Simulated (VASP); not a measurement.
Wanted: the native input for a VASP 6.6.1 run.

```
Task                   : single point
Functional             : PBE
Potentials or basis    : VASP PAW PBE potentials, release 64 (Pr_3, Be, Si), 4f in core
Cutoff                 : 600 eV
k mesh                 : 5 × 5 × 3
Occupations            : gaussian, width 0.2 eV
Spin                   : no spin polarisation
Dipole correction      : no
Further INCAR settings : ALGO = Normal; EDIFF = 1e-06; NBANDS = 18
```

The structure of PrBe3Si lies in POSCAR:

```
PrBe3Si
1.0
    2.8245031904     -3.1383541185     -0.5212564803
    2.8245031904      3.1383541185     -0.5212564803
   -1.9915070403      0.0000000000      4.9986165007
Pr Be Si
1 3 1
Direct
    0.5000000000      0.5000000000      0.0000000000
    0.6706457911      0.3293542089      0.5000000000
    0.3293542089      0.6706457911      0.5000000000
    0.0000000000      0.0000000000      0.5000000000
    0.0000000000      0.0000000000      0.0000000000
```

The cell was generated, and may not be a known phase.

The input as run:

INCAR

```
SYSTEM = PrBe3Si
PREC     = Accurate       ! precision mode
ENCUT    = 600            ! plane-wave cutoff, eV
EDIFF    = 1E-6           ! SCF threshold, eV
ISMEAR   = 0              ! smearing method
SIGMA    = 0.2            ! smearing width, eV
LREAL    = .False.        ! projectors in reciprocal space
LASPH    = .True.         ! aspherical terms in the spheres
NELM     = 200            ! most SCF steps
ALGO     = Normal         ! electronic algorithm
ISIF     = 2              ! what is computed and relaxed
LWAVE    = .False.        ! write WAVECAR
LCHARG   = .False.        ! write CHGCAR
GGA      = PE             ! functional
NBANDS   = 18             ! bands
GGA_COMPAT= .False.      
LMAXMIX  = 6              ! l up to which the mixer works
```

KPOINTS

```
Automatic mesh
0
Gamma
  5 5 3
  0 0 0
```

Potentials or basis: VASP PAW PBE potentials, release 64 (Pr_3, Be, Si), 4f in core.

Command:

```sh
$ cat potpaw_PBE.64/Pr_3/POTCAR potpaw_PBE.64/Be/POTCAR potpaw_PBE.64/Si/POTCAR > POTCAR
$ mpirun -np 1 vasp_std > vasp.out
```

It gave:

| Quantity | Value |
| --- | --- |
| Pressure | 0.2 GPa |
| Largest force | 0.018 eV/Å |
| Band gap on the k mesh | zero (an odd number of electrons rules out a gap without spin polarisation) |

Caveat: the k points lie up to 0.44 Å⁻¹ apart, too coarse for converged energies and pressures of a metal; spin-orbit coupling is left out, which moves the levels of the heavy elements; the 4f electrons are frozen in the core, so they carry no moment and show no levels.

Wall time 20 s on 1 thread of Intel(R) Xeon(R) 6975P-C (Granite Rapids), on a shared host, peak memory 0.25 GiB.
